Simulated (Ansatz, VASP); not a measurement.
Two plane-wave programs on KTaO3

The input POSCAR:

```
KTaO3
1.0
    3.9302791365      0.0000000000      0.0000000000
    0.0000000000      3.9302791365      0.0000000000
    0.0000000000      0.0000000000      4.0125798468
K Ta O
1 1 3
Direct
    0.0000000000      0.0000000000      0.0000000000
    0.5000000000      0.5000000000      0.5000000000
    0.5000000000      0.5000000000      0.0000000000
    0.5000000000      0.0000000000      0.5000000000
    0.0000000000      0.5000000000      0.5000000000
```

Contents of INCAR.step1:

```
SYSTEM = KTaO3
PREC = Accurate ; ENCUT = 520
ISMEAR = 0 ; SIGMA = 0.01
LREAL = .False. ; LASPH = .True.
NELM = 80 ; NBANDS = 27
GGA = PE ; ALGO = Normal
EDIFF = 1E-4 ; LWAVE = .True.
LCHARG = .False.
```

The input INCAR.step2:

```
SYSTEM = KTaO3
PREC = Accurate ; ENCUT = 520
EDIFF = 1E-7 ; ISMEAR = 0
SIGMA = 0.01 ; LREAL = .False.
LASPH = .True. ; NELM = 80
ALGO = Normal ; ISIF = 2
LWAVE = .False. ; LCHARG = .True.
METAGGA = R2SCAN ; LMIXTAU = .True.
LELF = .True. ; LVHAR = .True.
NBANDS = 27 ; ISTART = 1
```

KPOINTS

```
Automatic mesh
0
Gamma
  6 6 6
  0 0 0
```

Input for Ansatz:

```yaml
crystal:
  lattice:
    - [3.9302791365, 0.0, 0.0]
    - [0.0, 3.9302791365, 0.0]
    - [0.0, 0.0, 4.0125798468]
  atoms:
    - { symbol: K, position: [0.0, 0.0, 0.0] }
    - { symbol: Ta, position: [0.5, 0.5, 0.5] }
    - { symbol: O, position: [0.5, 0.5, 0.0] }
    - { symbol: O, position: [0.5, 0.0, 0.5] }
    - { symbol: O, position: [0.0, 0.5, 0.5] }
kpoints:
  mp_grid: { grid: [6, 6, 6] }
  band_path:
    path: [[0.0, 0.0, 0.0], [0.0, 0.5, 0.0], [0.5, 0.5, 0.0], [0.5, 0.5, 0.5]]
    npoints: 1
hamiltonian:
  xc: r2scan
scf:
  occupations: { method: fixed }
  n_extra_bands: 5
output:
  forces: true
  stress: true
  eigenvalues: true
```

Change from the starting cell: epitaxial_xy strain -1.5%.

Alike in both runs: task single point; functional r2SCAN; k mesh 6 × 6 × 6; no spin polarisation.

|  | VASP | Ansatz |
| --- | --- | --- |
| version | VASP 6.6.1 | Ansatz 0.2.0 |
| potentials or method | VASP PAW PBE potentials, release 64 (K_sv, Ta_pv, O) | plane waves, PAW |
| plane-wave cutoff (eV) | 520 | 500 |
| occupations | gaussian, width 0.01 eV | fixed |
| valence electrons in the cell | 38 | 40 |

|  | VASP | Ansatz | Ansatz less VASP |
| --- | --- | --- | --- |
| gap on the k mesh at the Fermi level (eV) | 2.63 | 2.67 | +0.032 |
| pressure (GPa) | 6.7 | 5.6 | -1.05 |
| traceless stress, the component that is largest in VASP (GPa) | -5.73 | -5.63 | +0.100 |

VASP's potentials were made for PBE, not for r2SCAN. VASP's potentials hold 38 valence electrons a cell and Ansatz's 40, so a difference there can come from the potentials and not from the codes.

Spin-orbit coupling is off throughout.
